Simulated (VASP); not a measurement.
Set up this calculation in VASP 6.6.1, as the native input.

* Task: single point
* Functional: PBE
* Potentials or basis: VASP PAW PBE potentials, release 64 (K_sv, Nb_sv, O)
* Cutoff: 520 eV
* k mesh: 6 × 6 × 2
* Occupations: gaussian, width 0.1 eV
* Spin: collinear spin, zero start
* Starting moments: [0.0, 0.0, 0.0, 0.0, 0.0] μB
* Dipole correction: no
* Further INCAR settings: ALGO = Normal; EDIFF = 1e-06; NBANDS = 37

The structure of K2Nb2O lies in POSCAR:

```
K2Nb2O
1.0
    4.2938471800      0.0000000000      0.0000000000
   -2.1469235900      3.7185807400      0.0000000000
    0.0000000000      0.0000000000      7.7133302300
K Nb O
2 2 1
Direct
    0.0000000000      0.0000000000      0.3003476500
    0.0000000000      0.0000000000      0.6996523500
    0.3333333300      0.6666666700      0.8858339700
    0.6666666700      0.3333333300      0.1141660300
    0.0000000000      0.0000000000      0.0000000000
```

One way to write it, as run:

INCAR

```
SYSTEM = K2Nb2O
  PREC = Accurate
  ENCUT = 520
  EDIFF = 1E-6
  ISMEAR = 0
  SIGMA = 0.1
  LREAL = .FALSE.
  LASPH = .TRUE.
  NELM = 150
  ALGO = Normal
  ISIF = 2
  LWAVE = .FALSE.
  LCHARG = .TRUE.
  ISPIN = 2
  MAGMOM = 0 0 0 0 0
  LORBIT = 11
  LMAXMIX = 4
  GGA = PE
  LELF = .TRUE.
  LVHAR = .TRUE.
  NBANDS = 37
```

KPOINTS

```
regular mesh
0
G
  6 6 2
  0 0 0
```

Potentials or basis: VASP PAW PBE potentials, release 64 (K_sv, Nb_sv, O).

The run is started by

```bash
$ cat potpaw_PBE.64/K_sv/POTCAR potpaw_PBE.64/Nb_sv/POTCAR potpaw_PBE.64/O/POTCAR > POTCAR
$ mpirun -np 1 vasp_std > vasp.out
```

It gave:

| Property | Result |
| --- | --- |
| Pressure | -0.9 GPa |
| Largest force | 5.474 eV/Å |
| Band gap on the k mesh | zero (filled and empty bands overlap) |
| Net moment | 0.00 μB per cell |
| Valence electrons inside the program's atomic spheres | K 7.69; Nb 10.60; O 4.87 |

Caveat: the k points lie up to 0.41 Å⁻¹ apart; forces of over 1 eV/Å act on the atoms, so gaps and moduli don't describe the material at rest.

It took 120 s on 1 thread of Intel(R) Xeon(R) Platinum 8488C (Sapphire Rapids), on a shared host, peak memory 0.33 GiB.
